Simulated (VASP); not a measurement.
# LaGa2 (AlB2 type) (P6/mmm) in VASP: notebook

The runs below take LaGa2 (AlB2 type) through single point, with LDA.

All numbers are computed with VASP 6.6.1; they aren't measurements. Logs are shortened: lines on timing, memory, paths and dates and some standing lists are left out, and cuts for length are marked.

## Step 1: The cell of the first run

Symmetry: P6/mmm, No. 191, hexagonal system. Conventional cell: a = 4.226 Å, b = 4.226 Å, c = 4.346 Å, α = 90.00°, β = 90.00°, γ = 120.00°. La (site symmetry 6/mmm) has 12 Ga at 3.27 Å and 6 La at 4.23 Å within 4.3 Å. Ga (site symmetry -6m2) has 3 Ga at 2.44 Å within 3.2 Å.

## Step 2: Single point, LDA

The input, INCAR:

```
SYSTEM = LaGa2
PREC = Accurate
ENCUT = 520
EDIFF = 1E-6
ISMEAR = -1
SIGMA = 0.08
LREAL = .False.
LASPH = .True.
NELM = 60
ALGO = Normal
ISIF = 2
LWAVE = .False.
LCHARG = .True.
LELF = .True.
LVHAR = .True.
NBANDS = 26
```

The input, KPOINTS:

```
regular mesh
0
Gamma
  10 10 8
  0 0 0
```

The input, POSCAR:

```
LaGa2
1.0
    4.2257542717      0.0000000000      0.0000000000
   -2.1128771358      3.6596105494      0.0000000000
    0.0000000000      0.0000000000      4.3460024019
La Ga
1 2
Direct
    0.0000000000      0.0000000000      0.0000000000
    0.3333333333      0.6666666667      0.5000000000
    0.6666666667      0.3333333333      0.5000000000
```

Potentials or basis: VASP PAW LDA potentials, release 64 (La, Ga_d).

On the command line:

```bash
cat potpaw_LDA.64/La/POTCAR potpaw_LDA.64/Ga_d/POTCAR > POTCAR
mpirun -np 1 vasp_std > vasp.out
```

OUTCAR:

```text
SYSTEM = LaGa2
   PREC = Accurate
   ENCUT = 520
   EDIFF = 1E-6
   ISMEAR = -1
   LREAL = .False.
   LASPH = .True.
   NELM = 60
   ISIF = 2

 ion  position               nearest neighbor table
   1  0.000  0.000  0.000-   2 3.27   3 3.27   2 3.27   3 3.27   2 3.27   2 3.27   3 3.27   3 3.27
                             3 3.27   3 3.27   2 3.27   2 3.27
   2  0.333  0.667  0.500-   3 2.44   3 2.44   3 2.44   1 3.27   1 3.27   1 3.27   1 3.27   1 3.27
                             1 3.27
   3  0.667  0.333  0.500-   2 2.44   2 2.44   2 2.44   1 3.27   1 3.27   1 3.27   1 3.27   1 3.27
                             1 3.27

  LATTYP: Found a hexagonal cell.
 ALAT       =     4.2257542717
 C/A-ratio  =     1.0284560158

  Lattice vectors:

 A1 = (   4.2257542717,   0.0000000000,   0.0000000000)
 A2 = (  -2.1128771358,   3.6596105494,   0.0000000000)
 A3 = (   0.0000000000,   0.0000000000,   4.3460024019)

Analysis of symmetry for initial positions (statically):
=====================================================================
 Subroutine PRICEL returns:
 Original cell was already a primitive cell.

 Routine SETGRP: Setting up the symmetry group for a
 hexagonal supercell.

 Subroutine GETGRP returns: Found 24 space group operations
 (whereof 24 operations were pure point group operations)
 out of a pool of 24 trial point group operations.

The static configuration has the point symmetry D_6h.

Analysis of symmetry for dynamics (positions and initial velocities):
=====================================================================
 Subroutine PRICEL returns:
 Original cell was already a primitive cell.

 Routine SETGRP: Setting up the symmetry group for a
 hexagonal supercell.

 Subroutine GETGRP returns: Found 24 space group operations
 (whereof 24 operations were pure point group operations)
 out of a pool of 24 trial point group operations.

The dynamic configuration has the point symmetry D_6h.

 Subroutine INISYM returns: Found 24 space group operations
 (whereof 24 operations are pure point group operations),
 and found     1 'primitive' translations

----------------------------------------------------------------------------------------

                                     Primitive cell

  volume of cell :      67.2093

  direct lattice vectors                    reciprocal lattice vectors
     4.225754272  0.000000000  0.000000000     0.236644143  0.136626560  0.000000000
    -2.112877136  3.659610549  0.000000000     0.000000000  0.273253120  0.000000000
     0.000000000  0.000000000  4.346002402     0.000000000  0.000000000  0.230096513

  length of vectors
     4.225754272  4.225754272  4.346002402     0.273253120  0.273253120  0.230096513

  position of ions in fractional coordinates (direct lattice)
     0.000000000  0.000000000  0.000000000
     0.333333333  0.666666667  0.500000000
     0.666666667  0.333333333  0.500000000

  ion indices of the primitive-cell ions
   primitive index   ion index
                 1           1
                 2           2
                 3           3

----------------------------------------------------------------------------------------

 KPOINTS: regular mesh

Automatic generation of k-mesh.
 Grid dimensions read from file:
 generate k-points for:   10   10    8

 Generating k-lattice:

  Cartesian coordinates                     Fractional coordinates (reciprocal lattice)
     0.023664414  0.013662656  0.000000000     0.100000000  0.000000000  0.000000000
     0.000000000  0.027325312  0.000000000     0.000000000  0.100000000  0.000000000
     0.000000000  0.000000000  0.028762064     0.000000000  0.000000000  0.125000000

  Length of vectors
     0.027325312  0.027325312  0.028762064

  Shift w.r.t. Gamma in fractional coordinates (k-lattice)
     0.000000000  0.000000000  0.000000000

 Subroutine IBZKPT returns following result:
 ===========================================

 Found     70 irreducible k-points:

 Following reciprocal coordinates:
            Coordinates               Weight
  0.000000  0.000000  0.000000      1.000000
  0.100000  0.000000  0.000000      6.000000
  0.200000  0.000000  0.000000      6.000000
  0.300000  0.000000  0.000000      6.000000
  0.400000  0.000000  0.000000      6.000000
  0.500000  0.000000  0.000000      3.000000
[... 16 lines left out ...]
  0.300000  0.100000  0.125000     24.000000
  0.400000  0.100000  0.125000     24.000000
 [... further k-points ...]
   k-points           NKPTS =     70   k-points in BZ     NKDIM =     70   number of bands    NBANDS=     26
   number of dos      NEDOS =    301   number of ions     NIONS =      3
   total plane-waves  NPLWV =  32768
   dimension x,y,z NGX =    32 NGY =   32 NGZ =   32
   dimension x,y,z NGXF=    64 NGYF=   64 NGZF=   64
   ions per type =               1   2
   NGX,Y,Z   is equivalent  to a cutoff of  12.59, 12.59, 12.24 a.u.
   NGXF,Y,Z  is equivalent  to a cutoff of  25.18, 25.18, 24.48 a.u.
 SYSTEM =  LaGa2
   PREC   = accura    normal or accurate (medium, high low for compatibility)
   ISTART =      0    job   : 0-new  1-cont  2-samecut
   ICHARG =      2    charge: 1-file 2-atom 10-const
   ISPIN  =      1    spin polarized calculation?
   LNONCOLLINEAR =      F non collinear calculations
   LSORBIT =      F    spin-orbit coupling
   LASPH  =      T    aspherical Exc in radial PAW
   ENCUT  =  520.0 eV  38.22 Ry    6.18 a.u.   7.86  7.86  8.08*2*pi/ulx,y,z
   NELM   =     60;   NELMIN=  2; NELMDL= -5     # of ELM steps
   EDIFF  = 0.1E-05   stopping-criterion for ELM
   LREAL  =      F    real-space projection
   EDIFFG = 0.1E-04   stopping-criterion for IOM
   NSW    =      0    number of steps for IOM
   IBRION =     -1    ionic relax: 0-MD 1-quasi-New 2-CG
   NFREE  =      0    steps in history (QN), initial steepest desc. (CG)
   ISIF   =      2    stress and relaxation
   ISYM   =      2    0-nonsym 1-usesym 2-fastsym
   POTIM  = 0.5000    time-step for ionic-motion
   TEBEG  =    0.0;   TEEND  =   0.0 temperature during run
   PSTRESS=    0.0 pullay stress
   NELECT =      37.0000    total number of electrons
   NUPDOWN=      -1.0000    fix difference up-down
   EMIN   =  10.00;   EMAX   =-10.00  energy-range for DOS
   EFERMI =   0.00;   METHOD = LEGACY
   ISMEAR =    -1;   SIGMA  =   0.08  broadening in eV -4-tet -1-fermi 0-gaus
   EFERMI_NEDOS =   21; number of points for ismear=-14 and -15
   IALGO  =     38    algorithm
   IMIX   =      4    mixing-type and parameters
     AMIX     =   0.40;   BMIX     =  1.00
     AMIX_MAG =   1.60;   BMIX_MAG =  1.00
  volume/ion in A,a.u.               =      22.40       151.18
  Fermi-wavevector in a.u.,A,eV,Ry     =   1.341732  2.535505 24.493810  1.800244
  Thomas-Fermi vector in A             =   2.469942
   LORBIT       =      0    0 simple, 1 ext, 2 COOP (PROOUT), +10 PAW based schemes
   GGA     = CA    functional components
   LHFCALC =     F    Hartree Fock is set to
   AEXX    =    0.0000 exact exchange contribution
   IVDW    =     0    specifies the selected vdW correction
   LEPSILON=     F    determine dielectric tensor
   LRPA    =     F    only Hartree local field effects (RPA)
 non-spin polarized calculation
  energy-cutoff  :      520.00
  volume of cell :       67.21
 maximum number of plane-waves:      1829
 NGX is ok and might be reduce to    32
   NGX = 15   NGY = 15   NGZ = 17

 number of electron      37.0000015 magnetization

 Free energy of the ion-electron system (eV)
  ---------------------------------------------------
  ext. energy  EPLUGINS =         0.00000000
  ---------------------------------------------------
  free energy    TOTEN  =       -14.98286222 eV

  energy without entropy =      -14.94558423  energy(sigma->0) =      -14.96422323

 E-fermi :   6.9234     XC(G=0): -10.9964

 val. band max:        6.9032749227   @ k =   0.1000   0.1000   0.0000
 cond. band min:       6.9434033518   @ k =   0.3000   0.3000   0.1250
 fundamental gap:      0.0401284291
 Fermi energy:         6.9233698406

 k-point     1 :       0.0000    0.0000    0.0000
  band No.  band energies     occupation
      1     -25.2371      2.00000
      2      -9.0340      2.00000
      3      -8.8362      2.00000
      4      -8.8362      2.00000
      5      -7.7245      2.00000
      6      -7.6477      2.00000
[... 18 lines left out ...]
     25       9.3988      0.00000
     26       9.7156      0.00000

 k-point     2 :       0.1000    0.0000    0.0000
  band No.  band energies     occupation
      1     -25.2338      2.00000
      2      -9.0335      2.00000
      3      -8.8851      2.00000
      4      -8.8433      2.00000
      5      -7.7257      2.00000
      6      -7.6736      2.00000
[... 18 lines left out ...]
     25       9.3980      0.00000
     26       9.5583      0.00000

 k-point     3 :       0.2000    0.0000    0.0000
  band No.  band energies     occupation
      1     -25.2252      2.00000
      2      -9.0326      2.00000
      3      -9.0085      2.00000
      4      -8.8620      2.00000
      5      -7.7505      2.00000
      6      -7.7247      2.00000
[... 18 lines left out ...]
     25       9.4115      0.00000
     26       9.4144      0.00000

 k-point     4 :       0.3000    0.0000    0.0000
  band No.  band energies     occupation
      1     -25.2145      2.00000
      2      -9.1528      2.00000
      3      -9.0327      2.00000
      4      -8.8853      2.00000
      5      -7.7996      2.00000
      6      -7.7721      2.00000
[... 18 lines left out ...]
     25       9.3443      0.00000
     26       9.4788      0.00000
[... 496 lines left out ...]
      1     -25.2162      2.00000
      2      -9.1029      2.00000
      3      -9.0606      2.00000
      4      -8.8906      2.00000
      5      -7.7986      2.00000
      6      -7.7336      2.00000
[... 18 lines left out ...]
     25       9.3445      0.00000
     26       9.4870      0.00000

 k-point    23 :       0.3000    0.1000    0.1250
  band No.  band energies     occupation
      1     -25.2066      2.00000
      2      -9.2005      2.00000
      3      -9.0721      2.00000
      4      -8.9237      2.00000
      5      -7.8449      2.00000
      6      -7.7659      2.00000
[... 18 lines left out ...]
     25       9.3070      0.00000
     26       9.4398      0.00000

 k-point    24 :       0.4000    0.1000    0.1250
  band No.  band energies     occupation
      1     -25.2007      2.00000
      2      -9.2677      2.00000
      3      -9.0706      2.00000
      4      -8.9442      2.00000
      5      -7.8707      2.00000
      6      -7.7838      2.00000
[... 18 lines left out ...]
     25       9.2985      0.00000
     26       9.3934      0.00000

 [... further k-points ...]
[... 5 lines left out ...]
  --------------------------------------------------------------------------------------
  -------------------------------------------------------------------------------------
  Total        0.0453950      0.0453950     -0.0205009      0.0000000      0.0000000      0.0000000
  in kB        1.0821560      1.0821560     -0.4887132      0.0000000      0.0000000      0.0000000
  external PRESSURE =       0.5585329 kB  Pullay stress =       0.0000000 kB

 VOLUME and BASIS-vectors are now :
 -----------------------------------------------------------------------------
  energy-cutoff  :      520.00
  volume of cell :       67.21
      direct lattice vectors                 reciprocal lattice vectors
     4.225754272  0.000000000  0.000000000     0.236644143  0.136626560  0.000000000
    -2.112877136  3.659610549  0.000000000     0.000000000  0.273253120  0.000000000
     0.000000000  0.000000000  4.346002402     0.000000000  0.000000000  0.230096513

 POSITION                                       TOTAL-FORCE (eV/Angst)
 -----------------------------------------------------------------------------------
      0.00000      0.00000      0.00000         0.000000      0.000000      0.000000
     -0.00000      2.43974      2.17300        -0.000000      0.000000      0.000000
      2.11288      1.21987      2.17300         0.000000      0.000000      0.000000
 -----------------------------------------------------------------------------------
    total drift:                                0.000000      0.000000     -0.000000

  FREE ENERGIE OF THE ION-ELECTRON SYSTEM (eV)
  ---------------------------------------------------
  free  energy   TOTEN  =       -14.9828622184 eV

  energy  without entropy=      -14.9455842346  energy(sigma->0) =      -14.96422323
```

Wall time 84 s (1 thread of Intel Xeon 6975P-C, shared host); peak memory 0.25 GiB.

Results:

| Quantity | Value |
| --- | --- |
| Free energy | -14.9829 eV |
| Pressure | 0.1 GPa |

Stress tensor (GPa, compression positive):
```
 0.11  0.00  0.00
 0.00  0.11  0.00
 0.00  0.00 -0.05
```

Levels at points of the mesh, in eV from the Fermi level:
```
           k point  band 15  band 16  band 17  band 18  band 19  band 20  band 21  band 22  band 23  band 24
(0.00, 0.00, 0.00)    -9.20    -0.65    -0.65    -0.28     0.02     0.57     1.94     1.94     2.19     2.19
(0.50, 0.00, 0.00)    -6.53    -6.02    -0.89    -0.87    -0.71     1.56     2.01     2.14     2.34     2.37
(0.00, 0.00, 0.50)    -7.90    -3.44     0.35     0.35     1.05     1.05     1.67     1.81     1.81     2.01
(0.50, 0.00, 0.50)    -7.30    -4.83    -2.02    -1.45    -0.03     1.65     2.16     2.22     2.27     2.31
```

Caveat: spin-orbit coupling is left out, which moves the levels of the heavy elements.

## Step 3: Single point, LDA

The input, INCAR:

```
SYSTEM = LaGa2
ALGO = Normal
EDIFF = 1E-7
ENCUT = 520
GGA = CA
ISIF = 2
ISMEAR = -1
LASPH = .TRUE.
LCHARG = .TRUE.
LELF = .TRUE.
LREAL = .FALSE.
LVHAR = .TRUE.
LWAVE = .FALSE.
NBANDS = 26
NELM = 80
PREC = Accurate
SIGMA = 0.08
```

The input, KPOINTS:

```
k-points
0
G
  10 10 8
  0 0 0
```

POSCAR is that of step 2.

Potentials or basis: VASP PAW LDA potentials, release 64 (La, Ga_d).

On the command line:

```bash
cat potpaw_LDA.64/La/POTCAR potpaw_LDA.64/Ga_d/POTCAR > POTCAR
mpirun -np 1 vasp_std > vasp.out
```

It took 1.7 min on 1 thread of Intel Xeon 6975P-C, shared host; peak memory 0.25 GiB.

It converged, with:

| Item | Value |
| --- | --- |
| Free energy | -14.9829 eV |
| Pressure | 0.1 GPa |

Stress tensor (GPa, compression positive):
```
0.19 0.00 0.00
0.00 0.19 0.00
0.00 0.00 0.03
```

Levels at points of the mesh, in eV from the Fermi level:
| k point | band 16 | band 17 | band 18 | band 19 | band 20 | band 21 | band 22 | band 23 |
| --- | --- | --- | --- | --- | --- | --- | --- | --- |
| (0.00, 0.00, 0.00) | -0.65 | -0.65 | -0.28 | 0.02 | 0.57 | 1.95 | 1.95 | 2.19 |
| (0.50, 0.00, 0.00) | -6.02 | -0.89 | -0.87 | -0.71 | 1.56 | 2.01 | 2.14 | 2.34 |
| (0.00, 0.00, 0.50) | -3.44 | 0.35 | 0.35 | 1.05 | 1.05 | 1.67 | 1.81 | 1.81 |
| (0.50, 0.00, 0.50) | -4.83 | -2.02 | -1.45 | -0.03 | 1.65 | 2.16 | 2.23 | 2.27 |

Caveat: spin-orbit coupling is left out, which moves the levels of the heavy elements.
